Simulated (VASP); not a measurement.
Here is a VASP 6.6.1 calculation.

The input INCAR:

```
  PREC = Accurate
  ENCUT = 520
  EDIFF = 1E-6
  ISMEAR = 0
  SIGMA = 0.05
  LREAL = False
  LASPH = True
  NELM = 80
  ALGO = Normal
  ISIF = 2
  LWAVE = False
  LCHARG = False
  GGA = PE
  NBANDS = 16
```

File KPOINTS:

```
Automatic mesh
0
Gamma
  9 9 6
```

File POSCAR:

```
AlN
1.0
    2.8504878489      0.0000000000      0.0000000000
   -1.4252439245      2.4685948904      0.0000000000
    0.0000000000      0.0000000000      5.9294870806
Al N
2 2
Direct
    0.3333333333      0.6666666667      0.0000000000
    0.6666666667      0.3333333333      0.5000000000
    0.3333333333      0.6666666667      0.3850000000
    0.6666666667      0.3333333333      0.8850000000
```

Potentials or basis: VASP PAW PBE potentials, release 64 (Al, N).

Command:

```console
$ cat potpaw_PBE.64/Al/POTCAR potpaw_PBE.64/N/POTCAR > POTCAR
$ mpirun -np 1 vasp_std > vasp.out
```

Task: Predict the pressure.

Result: 23.6 GPa.

Task: Estimate the largest force.

Result: 0.932 eV/Å.

Forces in eV/Å, atoms in the order of the input:
```
Al   0.000  0.000  0.932
Al   0.000  0.000  0.932
N    0.000  0.000 -0.932
N    0.000  0.000 -0.932
```
